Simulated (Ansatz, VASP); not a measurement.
## One calculation of P, two programs

File INCAR:

```
SYSTEM = P
PREC = Accurate
ENCUT = 520
EDIFF = 1E-8
ISMEAR = -1
SIGMA = 0.05
LREAL = .False.
LASPH = .True.
NELM = 100
ALGO = Normal
ISIF = 2
LWAVE = .False.
LCHARG = .False.
GGA = PE
LEFG = .True.
NBANDS = 12
```

Contents of KPOINTS:

```
Automatic mesh
0
Gamma
  15 15 8
  0 0 0
```

POSCAR

```
P
1.0
    2.7497409823      0.0000000000      0.0000000000
   -1.3748704911      2.3813455445      0.0000000000
    0.0000000000      0.0000000000      4.6629093757
P
2
Direct
    0.3333333333      0.6666666667      0.2500000000
    0.6666666667      0.3333333333      0.7500000000
```

Input for Ansatz:

```yaml
crystal:
  lattice:
    - [2.7497409823, 0.0, 0.0]
    - [-1.3748704911, 2.3813455445, 0.0]
    - [0.0, 0.0, 4.6629093757]
  atoms:
    - { symbol: P, position: [0.3333333333, 0.6666666667, 0.25] }
    - { symbol: P, position: [0.6666666667, 0.3333333333, 0.75] }
kpoints:
  mp_grid: { grid: [15, 15, 8] }
scf:
  occupations: { method: fermi_dirac, width: 0.05 }
hamiltonian:
  xc: pbe
  pseudopotentials: { kind: paw }
output:
  forces: true
  stress: true
  eigenvalues: true
  efg: { contact_densities: true }
```

Change from the starting cell: volume scaled by 1.05, PAW files.

Alike in both runs: task electric field gradients; functional PBE; k mesh 15 × 15 × 8; occupations fermi-dirac, width 0.05 eV; no spin polarisation.

|  | VASP | Ansatz |
| --- | --- | --- |
| version | VASP 6.6.1 | Ansatz 0.2.0 |
| potentials or method | VASP PAW PBE potentials, release 64 (P) | PAW with Ansatz's default frozen-core files, scalar-relativistic |
| plane-wave cutoff (eV) | 520 | 420 |
| valence electrons in the cell | 10 | 10 |

VASP gave:

```
pressure (GPa)                                                : -4.2
traceless stress, the component that is largest in VASP (GPa) : 0.15
size of Vzz on the site where it differs most (V/Å²)          : 0.3
```

Question: Estimate Ansatz's values.

Answer: Pressure (GPa): -4.0; traceless stress, the component that is largest in VASP (GPa): 0.14; size of Vzz on the site where it differs most (V/Å²): 0.2.

The functional is the same, so the differences come from potentials, cutoffs and numerics.
